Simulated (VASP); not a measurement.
# Zr (Fm-3m) in VASP: further runs

The runs below take Zr through single point, relaxation of cell and atoms, with PBE.

All numbers are computed with VASP 6.6.1; they aren't measurements. Logs are shortened: lines on timing, memory, paths and dates and some standing lists are left out, and cuts for length are marked.

### 1 The cell of the first run

Symmetry: Fm-3m, No. 225, cubic system. The conventional cell has a = 4.527 Å, b = 4.527 Å, c = 4.527 Å, α = 90.00°, β = 90.00°, γ = 90.00°. Within 4.2 Å of Zr (site symmetry m-3m) lie 12 Zr at 3.20 Å.

This isn't the form of Zr at room conditions, which is hcp.

### 2 Single point, PBE

Contents of INCAR:

```
SYSTEM = Zr
ALGO = Normal
EDIFF = 1E-6
ENCUT = 520
GGA = PE
ISIF = 2
ISMEAR = 0
LASPH = .True.
LCHARG = .True.
LELF = .True.
LREAL = .False.
LVHAR = .True.
LWAVE = .False.
NBANDS = 12
NELM = 80
PREC = Accurate
SIGMA = 0.1
```

Contents of KPOINTS:

```
k-points
0
Gamma
  16 16 16
  0 0 0
```

Contents of POSCAR:

```
Zr
1.0
    0.0000000000      2.2635496246      2.2635496246
    2.2635496246      0.0000000000      2.2635496246
    2.2635496246      2.2635496246      0.0000000000
Zr
1
Direct
    0.0000000000      0.0000000000      0.0000000000
```

Potentials or basis: VASP PAW PBE potentials, release 64 (Zr_sv).

On the command line:

```bash
cat potpaw_PBE.64/Zr_sv/POTCAR > POTCAR
mpirun -np 1 vasp_std > vasp.out
```

OUTCAR:

```text
SYSTEM = Zr
   EDIFF = 1E-6
   ENCUT = 520
   GGA = PE
   ISIF = 2
   ISMEAR = 0
   LASPH = .True.
   LREAL = .False.
   NELM = 80
   PREC = Accurate

 ion  position               nearest neighbor table
   1  0.000  0.000  0.000-

  LATTYP: Found a face centered cubic cell.
 ALAT       =     4.5270992492

  Lattice vectors:

 A1 = (   0.0000000000,   2.2635496246,   2.2635496246)
 A2 = (   2.2635496246,   0.0000000000,   2.2635496246)
 A3 = (   2.2635496246,   2.2635496246,   0.0000000000)

Analysis of symmetry for initial positions (statically):
=====================================================================
 Subroutine PRICEL returns:
 Original cell was already a primitive cell.

 Routine SETGRP: Setting up the symmetry group for a
 face centered cubic supercell.

 Subroutine GETGRP returns: Found 48 space group operations
 (whereof 48 operations were pure point group operations)
 out of a pool of 48 trial point group operations.

The static configuration has the point symmetry O_h .

Analysis of symmetry for dynamics (positions and initial velocities):
=====================================================================
 Subroutine PRICEL returns:
 Original cell was already a primitive cell.

 Routine SETGRP: Setting up the symmetry group for a
 face centered cubic supercell.

 Subroutine GETGRP returns: Found 48 space group operations
 (whereof 48 operations were pure point group operations)
 out of a pool of 48 trial point group operations.

The dynamic configuration has the point symmetry O_h .

 Subroutine INISYM returns: Found 48 space group operations
 (whereof 48 operations are pure point group operations),
 and found     1 'primitive' translations

----------------------------------------------------------------------------------------

                                     Primitive cell

  volume of cell :      23.1953

  direct lattice vectors                    reciprocal lattice vectors
     0.000000000  2.263549625  2.263549625    -0.220891998  0.220891998  0.220891998
     2.263549625  0.000000000  2.263549625     0.220891998 -0.220891998  0.220891998
     2.263549625  2.263549625  0.000000000     0.220891998  0.220891998 -0.220891998

  length of vectors
     3.201142578  3.201142578  3.201142578     0.382596164  0.382596164  0.382596164

  position of ions in fractional coordinates (direct lattice)
     0.000000000  0.000000000  0.000000000

  ion indices of the primitive-cell ions
   primitive index   ion index
                 1           1

----------------------------------------------------------------------------------------

 KPOINTS: k-points

Automatic generation of k-mesh.
 Grid dimensions read from file:
 generate k-points for:   16   16   16

 Generating k-lattice:

  Cartesian coordinates                     Fractional coordinates (reciprocal lattice)
    -0.013805750  0.013805750  0.013805750     0.062500000  0.000000000  0.000000000
     0.013805750 -0.013805750  0.013805750     0.000000000  0.062500000  0.000000000
     0.013805750  0.013805750 -0.013805750     0.000000000  0.000000000  0.062500000

  Length of vectors
     0.023912260  0.023912260  0.023912260

  Shift w.r.t. Gamma in fractional coordinates (k-lattice)
     0.000000000  0.000000000  0.000000000

 Subroutine IBZKPT returns following result:
 ===========================================

 Found    145 irreducible k-points:

 Following reciprocal coordinates:
            Coordinates               Weight
  0.000000  0.000000  0.000000      1.000000
  0.062500  0.000000  0.000000      8.000000
  0.125000  0.000000  0.000000      8.000000
  0.187500  0.000000  0.000000      8.000000
  0.250000  0.000000  0.000000      8.000000
  0.312500  0.000000  0.000000      8.000000
[... 16 lines left out ...]
 -0.125000  0.062500  0.000000     24.000000
 -0.062500  0.062500  0.000000     12.000000
 [... further k-points ...]
   k-points           NKPTS =    145   k-points in BZ     NKDIM =    145   number of bands    NBANDS=     12
   number of dos      NEDOS =    301   number of ions     NIONS =      1
   total plane-waves  NPLWV =  13824
   dimension x,y,z NGX =    24 NGY =   24 NGZ =   24
   dimension x,y,z NGXF=    48 NGYF=   48 NGZF=   48
   ions per type =               1
   NGX,Y,Z   is equivalent  to a cutoff of  12.46, 12.46, 12.46 a.u.
   NGXF,Y,Z  is equivalent  to a cutoff of  24.93, 24.93, 24.93 a.u.
 SYSTEM =  Zr
   PREC   = accura    normal or accurate (medium, high low for compatibility)
   ISTART =      0    job   : 0-new  1-cont  2-samecut
   ICHARG =      2    charge: 1-file 2-atom 10-const
   ISPIN  =      1    spin polarized calculation?
   LNONCOLLINEAR =      F non collinear calculations
   LSORBIT =      F    spin-orbit coupling
   LASPH  =      T    aspherical Exc in radial PAW
   ENCUT  =  520.0 eV  38.22 Ry    6.18 a.u.   5.95  5.95  5.95*2*pi/ulx,y,z
   NELM   =     80;   NELMIN=  2; NELMDL= -5     # of ELM steps
   EDIFF  = 0.1E-05   stopping-criterion for ELM
   LREAL  =      F    real-space projection
   EDIFFG = 0.1E-04   stopping-criterion for IOM
   NSW    =      0    number of steps for IOM
   IBRION =     -1    ionic relax: 0-MD 1-quasi-New 2-CG
   NFREE  =      0    steps in history (QN), initial steepest desc. (CG)
   ISIF   =      2    stress and relaxation
   ISYM   =      2    0-nonsym 1-usesym 2-fastsym
   POTIM  = 0.5000    time-step for ionic-motion
   TEBEG  =    0.0;   TEEND  =   0.0 temperature during run
   PSTRESS=    0.0 pullay stress
   NELECT =      12.0000    total number of electrons
   NUPDOWN=      -1.0000    fix difference up-down
   EMIN   =  10.00;   EMAX   =-10.00  energy-range for DOS
   EFERMI =   0.00;   METHOD = LEGACY
   ISMEAR =     0;   SIGMA  =   0.10  broadening in eV -4-tet -1-fermi 0-gaus
   EFERMI_NEDOS =   21; number of points for ismear=-14 and -15
   IALGO  =     38    algorithm
   IMIX   =      4    mixing-type and parameters
     AMIX     =   0.40;   BMIX     =  1.00
     AMIX_MAG =   1.60;   BMIX_MAG =  1.00
  volume/ion in A,a.u.               =      23.20       156.53
  Fermi-wavevector in a.u.,A,eV,Ry     =   1.314221  2.483518 23.499685  1.727178
  Thomas-Fermi vector in A             =   2.444489
   LORBIT       =      0    0 simple, 1 ext, 2 COOP (PROOUT), +10 PAW based schemes
   GGA     = PE    functional components
   LHFCALC =     F    Hartree Fock is set to
   AEXX    =    0.0000 exact exchange contribution
   IVDW    =     0    specifies the selected vdW correction
   LEPSILON=     F    determine dielectric tensor
   LRPA    =     F    only Hartree local field effects (RPA)
 non-spin polarized calculation
 Gauss-broadening in eV      SIGMA  =   0.10
  energy-cutoff  :      520.00
  volume of cell :       23.20
 maximum number of plane-waves:       637
   NGX = 11   NGY = 11   NGZ = 11

 number of electron      12.0000000 magnetization

 Free energy of the ion-electron system (eV)
  ---------------------------------------------------
  ext. energy  EPLUGINS =         0.00000000
  ---------------------------------------------------
  free energy    TOTEN  =        -8.48417748 eV

  energy without entropy =       -8.47442769  energy(sigma->0) =       -8.47930258

 E-fermi :   8.9322     XC(G=0): -11.0988

 val. band max:        8.9291633511   @ k =  -0.3125   0.3125   0.0625
 cond. band min:       8.9400586249   @ k =   0.2500   0.0000   0.0000
 fundamental gap:      0.0108952738
 Fermi energy:         8.9322294271

 k-point     1 :       0.0000    0.0000    0.0000
  band No.  band energies     occupation
      1     -39.7693      2.00000
      2     -17.2809      2.00000
      3     -17.2809      2.00000
      4     -17.2809      2.00000
      5       3.3705      2.00000
      6       9.9100      0.00000
      7       9.9100      0.00000
      8       9.9100      0.00000
      9      12.3322      0.00000
     10      12.3322      0.00000
     11      19.4327      0.00000
     12      23.6202      0.00000

 k-point     2 :       0.0625    0.0000    0.0000
  band No.  band energies     occupation
      1     -39.7640      2.00000
      2     -17.3204      2.00000
      3     -17.2858      2.00000
      4     -17.2858      2.00000
      5       3.4971      2.00000
      6       9.7923      0.00000
      7       9.9696      0.00000
      8       9.9696      0.00000
      9      12.2720      0.00000
     10      12.2720      0.00000
     11      19.7055      0.00000
     12      23.0565      0.00000

 k-point     3 :       0.1250    0.0000    0.0000
  band No.  band energies     occupation
      1     -39.7487      2.00000
      2     -17.4315      2.00000
      3     -17.2996      2.00000
      4     -17.2996      2.00000
      5       3.8598      2.00000
      6       9.4985      0.00000
      7      10.1184      0.00000
      8      10.1184      0.00000
      9      12.1464      0.00000
     10      12.1464      0.00000
     11      20.4028      0.00000
     12      22.0587      0.00000
[... 286 lines left out ...]
 k-point    23 :      -0.1250    0.0625    0.0000
  band No.  band energies     occupation
      1     -39.7376      2.00000
      2     -17.4970      2.00000
      3     -17.3359      2.00000
      4     -17.2985      2.00000
      5       4.1293      2.00000
      6       9.2888      0.00000
      7      10.2122      0.00000
      8      10.2371      0.00000
      9      11.8065      0.00000
     10      12.3634      0.00000
     11      20.8768      0.00000
     12      21.8017      0.00000

 k-point    24 :      -0.0625    0.0625    0.0000
  band No.  band energies     occupation
      1     -39.7554      2.00000
      2     -17.3756      2.00000
      3     -17.3082      2.00000
      4     -17.2873      2.00000
      5       3.7028      2.00000
      6       9.6020      0.00000
      7      10.0570      0.00000
      8      10.0821      0.00000
      9      12.0476      0.00000
     10      12.3265      0.00000
     11      20.1322      0.00000
     12      22.5696      0.00000

 [... further k-points ...]
[... 5 lines left out ...]
  --------------------------------------------------------------------------------------
  -------------------------------------------------------------------------------------
  Total        0.0016506      0.0016506      0.0016506     -0.0000000      0.0000000     -0.0000000
  in kB        0.1140124      0.1140124      0.1140124     -0.0000000      0.0000000     -0.0000000
  external PRESSURE =       0.1140124 kB  Pullay stress =       0.0000000 kB

 VOLUME and BASIS-vectors are now :
 -----------------------------------------------------------------------------
  energy-cutoff  :      520.00
  volume of cell :       23.20
      direct lattice vectors                 reciprocal lattice vectors
     0.000000000  2.263549625  2.263549625    -0.220891998  0.220891998  0.220891998
     2.263549625  0.000000000  2.263549625     0.220891998 -0.220891998  0.220891998
     2.263549625  2.263549625  0.000000000     0.220891998  0.220891998 -0.220891998

 POSITION                                       TOTAL-FORCE (eV/Angst)
 -----------------------------------------------------------------------------------
      0.00000      0.00000      0.00000         0.000000     -0.000000     -0.000000
 -----------------------------------------------------------------------------------
    total drift:                                0.000000      0.000000     -0.000000

  FREE ENERGIE OF THE ION-ELECTRON SYSTEM (eV)
  ---------------------------------------------------
  free  energy   TOTEN  =        -8.4841774769 eV

  energy  without entropy=       -8.4744276899  energy(sigma->0) =       -8.47930258
```

Wall time 28 s (1 thread of Intel Xeon 8259CL, shared host); peak memory 0.16 GiB.

Results:

| Property | Result |
| --- | --- |
| Free energy | -8.4842 eV |
| Pressure | 0.0 GPa |
| Band gap on the k mesh | zero (bands 6 and 7 overlap by 1.37 eV) |

Levels at points of the mesh, in eV from the Fermi level:
| k point | band 4 | band 5 | band 6 | band 7 | band 8 | band 9 |
| --- | --- | --- | --- | --- | --- | --- |
| (0.00, 0.00, 0.00) | -26.21 | -5.56 | 0.98 | 0.98 | 0.98 | 3.40 |
| (0.50, 0.00, 0.00) | -26.34 | -2.95 | 0.80 | 0.80 | 1.11 | 5.19 |
| (0.50, 0.50, 0.00) | -26.56 | -2.99 | -2.19 | 3.01 | 5.19 | 5.70 |

[end of part 1 of 2]
